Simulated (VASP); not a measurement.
# Si16B (a cell with a defect) in VASP: a series of runs

Runs on Si16B (a cell with a defect). Level: PBE+D3(BJ). Tasks: single point.

Program: VASP 6.6.1. These are calculated values, not measurements. Logs are shortened: lines on timing, memory, paths and dates and some standing lists are left out, and cuts for length are marked.

**1. The cell of the first run**

The cell holds a defect, 17 atoms: a = 7.679 Å, b = 7.679 Å, c = 7.679 Å, α = 60.00°, β = 60.00°, γ = 60.00°.

**2. Single point, PBE+D3(BJ), collinear spin, zero start**

Contents of INCAR:

```
ALGO = Normal
EDIFF = 1E-6
ENCUT = 520
GGA = PE
ISIF = 2
ISMEAR = -1
ISPIN = 2
IVDW = 12
LASPH = T
LCHARG = F
LORBIT = 11
LREAL = Auto
LWAVE = F
MAGMOM = 0 0 0 0 0 0 0 0 0 0 0 0 0 0 0 0 0
NBANDS = 52
NELM = 150
PREC = Accurate
SIGMA = 0.05
```

Contents of KPOINTS:

```
k-points
0
Gamma
  2 2 2
```

Contents of POSCAR:

```
Si16B
1.0
    0.0000000000      5.4300000000      5.4300000000
    5.4300000000      0.0000000000      5.4300000000
    5.4300000000      5.4300000000      0.0000000000
Si B
16 1
Direct
    0.0065745856     -0.0203683241     -0.0298895028
    0.0991344383      0.1333701657      0.1104604052
    0.0083701657     -0.0022559853      0.4715009208
    0.1336187845      0.1210036832      0.5978913444
   -0.0119152855      0.5237200737      0.0047513812
    0.1293922652      0.6026703499      0.1486372007
    0.0074769797      0.4895395948      0.5439226519
    0.1416022099      0.6338305709      0.6309208103
    0.4583425414      0.0235911602      0.0157826888
    0.6361325967      0.0863351750      0.1389502762
    0.4984438306     -0.0092173112      0.5210036832
    0.6274125230      0.1409300184      0.6085911602
    0.5085174954      0.4712983425      0.0240791897
    0.6195395948      0.6524125230      0.0994843462
    0.5155248619      0.5184898711      0.4746040516
    0.6191344383      0.6191896869      0.6295764273
    0.8224953959      0.3636187845      0.8359576427
```

Potentials or basis: VASP PAW PBE potentials, release 64 (Si, B).

Started as:

```console
$ cat potpaw_PBE.64/Si/POTCAR potpaw_PBE.64/B/POTCAR > POTCAR
$ mpirun -np 1 vasp_std > vasp.out
```

OUTCAR:

```text
EDIFF = 1E-6
   ENCUT = 520
   GGA = PE
   ISIF = 2
   ISMEAR = -1
   ISPIN = 2
   IVDW = 12
   LASPH = T
   LORBIT = 11
   LREAL = Auto
   NELM = 150
   PREC = Accurate
 IVDW          = 12

 ion  position               nearest neighbor table
   1  0.007  0.980  0.970-   4 2.34  10 2.34   6 2.40   2 2.44  17 2.45
   2  0.099  0.133  0.110-   9 2.26   3 2.27   1 2.44   5 2.46
   3  0.008  0.998  0.472-   2 2.27   8 2.31   4 2.35  12 2.40
   4  0.134  0.121  0.598-  11 2.31   1 2.34   3 2.35   7 2.37
   5  0.988  0.524  0.005-   6 2.30  14 2.32   8 2.35   2 2.46
   6  0.129  0.603  0.149-   5 2.30  13 2.38   1 2.40   7 2.49
   7  0.007  0.490  0.544-  17 2.00   8 2.30   4 2.37  16 2.46   6 2.49
   8  0.142  0.634  0.631-   7 2.30   3 2.31   5 2.35  15 2.35
   9  0.458  0.024  0.016-   2 2.26  10 2.32  14 2.35  12 2.56
  10  0.636  0.086  0.139-   9 2.32   1 2.34  11 2.41  13 2.42  17 2.60
  11  0.498  0.991  0.521-   4 2.31  12 2.31  16 2.33  10 2.41
  12  0.627  0.141  0.609-  11 2.31  15 2.37   3 2.40   9 2.56
  13  0.509  0.471  0.024-  17 2.07  14 2.34   6 2.38  10 2.42  16 2.48
  14  0.620  0.652  0.099-   5 2.32  13 2.34   9 2.35  15 2.36
  15  0.516  0.518  0.475-  16 2.26   8 2.35  14 2.36  12 2.37
  16  0.619  0.619  0.630-  17 2.26  15 2.26  11 2.33   7 2.46  13 2.48
  17  0.822  0.364  0.836-   7 2.00  13 2.07  16 2.26   1 2.45  10 2.60

  LATTYP: Found a face centered cubic cell.
 ALAT       =    10.8600000000

  Lattice vectors:

 A1 = (   0.0000000000,   5.4300000000,   5.4300000000)
 A2 = (   5.4300000000,   0.0000000000,   5.4300000000)
 A3 = (   5.4300000000,   5.4300000000,   0.0000000000)

Analysis of symmetry for initial positions (statically):
=====================================================================
 Subroutine PRICEL returns:
 Original cell was already a primitive cell.

 Routine SETGRP: Setting up the symmetry group for a
 face centered cubic supercell.

 Subroutine GETGRP returns: Found  1 space group operations
 (whereof  1 operations were pure point group operations)
 out of a pool of 48 trial point group operations.

The static configuration has the point symmetry C_1 .

Analysis of symmetry for dynamics (positions and initial velocities):
=====================================================================
 Subroutine PRICEL returns:
 Original cell was already a primitive cell.

 Routine SETGRP: Setting up the symmetry group for a
 face centered cubic supercell.

 Subroutine GETGRP returns: Found  1 space group operations
 (whereof  1 operations were pure point group operations)
 out of a pool of 48 trial point group operations.

The dynamic configuration has the point symmetry C_1 .

Analysis of structural, dynamic, and magnetic symmetry:
=====================================================================
 Subroutine PRICEL returns:
 Original cell was already a primitive cell.

 Routine SETGRP: Setting up the symmetry group for a
 face centered cubic supercell.

 Subroutine GETGRP returns: Found  1 space group operations
 (whereof  1 operations were pure point group operations)
 out of a pool of 48 trial point group operations.

The overall configuration has the point symmetry C_1 .

 Subroutine INISYM returns: Found  1 space group operations
 (whereof  1 operations are pure point group operations),
 and found     1 'primitive' translations

----------------------------------------------------------------------------------------

                                     Primitive cell

  volume of cell :     320.2060

  direct lattice vectors                    reciprocal lattice vectors
     0.000000000  5.430000000  5.430000000    -0.092081031  0.092081031  0.092081031
     5.430000000  0.000000000  5.430000000     0.092081031 -0.092081031  0.092081031
     5.430000000  5.430000000  0.000000000     0.092081031  0.092081031 -0.092081031

  length of vectors
     7.679179644  7.679179644  7.679179644     0.159489025  0.159489025  0.159489025

  position of ions in fractional coordinates (direct lattice)
     0.006574586  0.979631676  0.970110497
     0.099134438  0.133370166  0.110460405
     0.008370166  0.997744015  0.471500921
     0.133618785  0.121003683  0.597891344
     0.988084714  0.523720074  0.004751381
[... 74 lines left out ...]
   ions per type =              16   1
   NGX,Y,Z   is equivalent  to a cutoff of  12.99, 12.99, 12.99 a.u.
   NGXF,Y,Z  is equivalent  to a cutoff of  25.98, 25.98, 25.98 a.u.
 SYSTEM =  unknown system
   PREC   = accura    normal or accurate (medium, high low for compatibility)
   ISTART =      0    job   : 0-new  1-cont  2-samecut
   ICHARG =      2    charge: 1-file 2-atom 10-const
   ISPIN  =      2    spin polarized calculation?
   LNONCOLLINEAR =      F non collinear calculations
   LSORBIT =      F    spin-orbit coupling
   LASPH  =      T    aspherical Exc in radial PAW
   ENCUT  =  520.0 eV  38.22 Ry    6.18 a.u.  14.28 14.28 14.28*2*pi/ulx,y,z
   NELM   =    150;   NELMIN=  2; NELMDL= -5     # of ELM steps
   EDIFF  = 0.1E-05   stopping-criterion for ELM
   LREAL  =      T    real-space projection
   EDIFFG = 0.1E-04   stopping-criterion for IOM
   NSW    =      0    number of steps for IOM
   IBRION =     -1    ionic relax: 0-MD 1-quasi-New 2-CG
   NFREE  =      0    steps in history (QN), initial steepest desc. (CG)
   ISIF   =      2    stress and relaxation
   ISYM   =      2    0-nonsym 1-usesym 2-fastsym
   POTIM  = 0.5000    time-step for ionic-motion
   TEBEG  =    0.0;   TEEND  =   0.0 temperature during run
   PSTRESS=    0.0 pullay stress
   NELECT =      67.0000    total number of electrons
   NUPDOWN=      -1.0000    fix difference up-down
   EMIN   =  10.00;   EMAX   =-10.00  energy-range for DOS
   EFERMI =   0.00;   METHOD = LEGACY
   ISMEAR =    -1;   SIGMA  =   0.05  broadening in eV -4-tet -1-fermi 0-gaus
   EFERMI_NEDOS =   21; number of points for ismear=-14 and -15
   IALGO  =     38    algorithm
   IMIX   =      4    mixing-type and parameters
     AMIX     =   0.40;   BMIX     =  1.00
     AMIX_MAG =   1.60;   BMIX_MAG =  1.00
  volume/ion in A,a.u.               =      18.84       127.11
  Fermi-wavevector in a.u.,A,eV,Ry     =   0.971904  1.836632 12.852022  0.944597
  Thomas-Fermi vector in A             =   2.102159
   LORBIT       =     11    0 simple, 1 ext, 2 COOP (PROOUT), +10 PAW based schemes
   GGA     = PE    functional components
   LHFCALC =     F    Hartree Fock is set to
   AEXX    =    0.0000 exact exchange contribution
   IVDW    =    12    specifies the selected vdW correction
   LEPSILON=     F    determine dielectric tensor
   LRPA    =     F    only Hartree local field effects (RPA)
 spin polarized calculation
  energy-cutoff  :      520.00
  volume of cell :      320.21
 maximum number of plane-waves:      8646
 NGX is ok and might be reduce to    60
   NGX = 29   NGY = 29   NGZ = 29

 number of electron      67.0000000 magnetization       0.0000017

 number of electron      67.0000000 magnetization      -0.0000007

 Free energy of the ion-electron system (eV)
  ---------------------------------------------------
  ext. energy  EPLUGINS =         0.00000000
  ---------------------------------------------------
  free energy    TOTEN  =       -87.74636450 eV

  energy without entropy =      -87.70739252  energy(sigma->0) =      -87.72687851

 E-fermi :   6.3858     XC(G=0):  -9.5958

 val. band max:        6.3320597670   @ k =   0.0000   0.0000   0.5000
 cond. band min:       6.4448619540   @ k =   0.0000   0.5000   0.5000
 fundamental gap:      0.1128021869
 Fermi energy:         6.3857849444

 spin component 1

 k-point     1 :       0.0000    0.0000    0.0000
  band No.  band energies     occupation
      1      -6.3171      1.00000
      2      -4.1769      1.00000
      3      -3.9145      1.00000
      4      -3.8094      1.00000
      5      -3.5967      1.00000
      6      -2.6724      1.00000
[... 373 lines left out ...]
     44       9.8343      0.00000
     45      10.2213      0.00000
 Fermi energy:         6.3857849444

 spin component 2

 k-point     1 :       0.0000    0.0000    0.0000
  band No.  band energies     occupation
      1      -6.3171      1.00000
      2      -4.1769      1.00000
      3      -3.9145      1.00000
      4      -3.8094      1.00000
      5      -3.5967      1.00000
      6      -2.6724      1.00000
[... 373 lines left out ...]
     44       9.8343      0.00000
     45      10.2213      0.00000
 [bands above 45 left out]

------------------------ aborting loop because EDIFF is reached ----------------------------------------

 Edisp (eV)   -5.34486

 E8    (eV) :    -2.2002

  FORCE on cell =-STRESS in cart. coord.  units (eV):
  Direction    XX          YY          ZZ          XY          YZ          ZX
  --------------------------------------------------------------------------------------
  -------------------------------------------------------------------------------------
  Total      -0.93683     0.85606     0.86767     0.78399     2.94139     0.95698
  in kB      -4.68750     4.28336     4.34143     3.92276    14.71747     4.78832
  external pressure =        1.31 kB  Pullay stress =        0.00 kB

 VOLUME and BASIS-vectors are now :
 -----------------------------------------------------------------------------
  energy-cutoff  :      520.00
  volume of cell :      320.21
      direct lattice vectors                 reciprocal lattice vectors
     0.000000000  5.430000000  5.430000000    -0.092081031  0.092081031  0.092081031
     5.430000000  0.000000000  5.430000000     0.092081031 -0.092081031  0.092081031
     5.430000000  5.430000000  0.000000000     0.092081031  0.092081031 -0.092081031

 POSITION                                       TOTAL-FORCE (eV/Angst)
 -----------------------------------------------------------------------------------
     10.58710      5.30340      5.35510         0.822219      0.688354      0.337121
      1.32400      1.13810      1.26250         0.063263     -1.316098      0.210282
      7.97800      2.60570      5.46320         1.041621      0.007495     -0.363648
      3.90360      3.97210      1.38260         0.087847     -0.241875     -0.203671
      2.86960      5.39110      8.20910        -1.132289      0.337724     -0.654109
      4.07960      1.50970      3.97510         0.478483     -0.079700      0.181038
[... 9 lines left out ...]
      6.78080      6.78050      6.72410         0.318767      0.834293      0.176340
      6.51370      9.00540      6.44060         0.372885      0.076765     -0.446145
 -----------------------------------------------------------------------------------
    total drift:                                0.000334     -0.002469     -0.000766

  FREE ENERGIE OF THE ION-ELECTRON SYSTEM (eV)
  ---------------------------------------------------
  free  energy   TOTEN  =       -93.0912223606 eV

  energy  without entropy=      -93.0522503728  energy(sigma->0) =      -93.07173637

 total charge

# of ion       s       p       d       tot
------------------------------------------
    1        0.747   0.912   0.000   1.659
    2        0.751   0.934   0.000   1.685
    3        0.743   0.961   0.000   1.704
    4        0.760   0.922   0.000   1.682
    5        0.749   0.931   0.000   1.680
    6        0.780   0.896   0.000   1.676
[... 9 lines left out ...]
   16        0.758   0.910   0.000   1.668
   17        0.788   0.905   0.000   1.693
--------------------------------------------------
tot         12.818  15.783   0.000  28.601

 magnetization (x)

# of ion       s       p       d       tot
------------------------------------------
    1        0.000   0.000   0.000   0.000
    2       -0.000  -0.000   0.000  -0.000
    3       -0.000  -0.000   0.000  -0.000
    4       -0.000  -0.000   0.000  -0.000
    5       -0.000  -0.000   0.000  -0.000
    6        0.000   0.000   0.000   0.000
[... 9 lines left out ...]
   16       -0.000  -0.000   0.000  -0.000
   17        0.000   0.000   0.000   0.000
--------------------------------------------------
tot          0.000   0.000   0.000   0.000
```

It took 13 min on 1 thread of Intel Xeon 8259CL, shared host; peak memory 0.71 GiB.

Results:

```
Free energy                                           : -93.0912 eV
Pressure                                              : 0.1 GPa
Largest force                                         : 1.954 eV/Å
Net moment                                            : 0.00 μB per cell
Valence electrons inside the program's atomic spheres : Si 1.66, 1.69, 1.70, 1.68, 1.71, 1.67 (each value once); B 1.69
Dispersion energy per atom                            : -0.314 eV
```

Forces on the atoms (eV/Å):
```
Si   0.822  0.688  0.337
Si   0.063 -1.316  0.210
Si   1.042  0.007 -0.364
Si   0.088 -0.242 -0.204
Si  -1.132  0.338 -0.654
Si   0.478 -0.080  0.181
Si  -0.767 -0.791  0.140
Si  -0.033  0.289  0.138
Si  -1.529 -0.089  1.214
Si   0.658 -0.182 -0.093
Si  -0.729 -0.288  0.484
Si   0.815  0.936 -0.325
Si  -0.397 -0.057  0.151
Si   0.441  0.134 -0.217
Si  -0.513 -0.260 -0.729
Si   0.319  0.834  0.176
B    0.373  0.077 -0.446
```

Stress tensor (GPa, compression positive):
```
-0.47  0.39  0.48
 0.39  0.43  1.47
 0.48  1.47  0.43
```

Caveat: the k points lie up to 0.50 Å⁻¹ apart.

[end of part 1 of 2]
